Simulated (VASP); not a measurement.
Runs of VASP 6.6.1 on Al. The structure is that of space group I4/mmm (No. 139), or close to it. The cells are those of the table. 

```tsv
cell	gap on the mesh (eV)	pressure (GPa)
a = 2.900, b = 2.900, c = 3.005 Å, angles 58.8, 58.8, 62.4°, 1 atom	none	-4.8
a = 2.935, b = 2.935, c = 3.005 Å, angles 59.2, 59.2, 61.6°, 1 atom	none	-6.2
a = 2.866, b = 2.866, c = 2.719 Å, angles 61.7, 61.7, 56.6°, 1 atom	none	(a)
a = 2.863, b = 2.863, c = 2.934 Å, angles 59.2, 59.2, 61.6°, 1 atom	none	-2.0
```

Alike in all rows: task single point; level PBE; potentials or basis VASP PAW PBE potentials, release 64 (Al); no spin polarisation; k mesh 20 × 20 × 20; cutoff (eV) 520; smearing gaussian 0.15 eV.

Task: Estimate the missing entries.

Result: (a) 5.0.

Caveats: the cell stands under tension (at least some runs); the cell stands under pressure (at least some runs).

A gap of «none» marks levels without a gap at the run's occupations.
